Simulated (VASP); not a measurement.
A run of VASP 6.6.1 is set up as follows.

The input INCAR:

```
SYSTEM = PF2
  ALGO = Normal
  EDIFF = 1E-7
  ENCUT = 520
  GGA = PE
  ISIF = 2
  ISMEAR = 0
  IVDW = 12
  LASPH = .True.
  LCHARG = .True.
  LELF = .True.
  LREAL = .False.
  LVHAR = .True.
  LWAVE = .False.
  NBANDS = 28
  NELM = 100
  PREC = Accurate
  SIGMA = 0.1
```

Contents of KPOINTS:

```
k-points
0
Gamma
  4 4 4
  0 0 0
```

The input POSCAR:

```
PF2
1.0
    0.0000000000      3.5393109500      3.5393109500
    3.5393109500      0.0000000000      3.5393109500
    3.5393109500      3.5393109500      0.0000000000
P F
2 4
Direct
    0.0000000000      0.0000000000      0.0000000000
    0.2500000000      0.2500000000      0.2500000000
    0.6250000000      0.6250000000      0.6250000000
    0.1250000000      0.6250000000      0.6250000000
    0.6250000000      0.6250000000      0.1250000000
    0.6250000000      0.1250000000      0.6250000000
```

Potentials or basis: VASP PAW PBE potentials, release 64 (P, F).

Command:

```bash
$ cat potpaw_PBE.64/P/POTCAR potpaw_PBE.64/F/POTCAR > POTCAR
$ mpirun -np 1 vasp_std > vasp.out
```

Problem. Estimate the dispersion energy per atom.

Solution. -0.141 eV.

Problem. Predict the band gap on the k mesh.

Solution. Zero (bands 19 and 20 overlap by 0.28 eV).

Problem. Predict the pressure.

Solution. -15.7 GPa.

Caveat: the k points lie up to 0.38 Å⁻¹ apart.
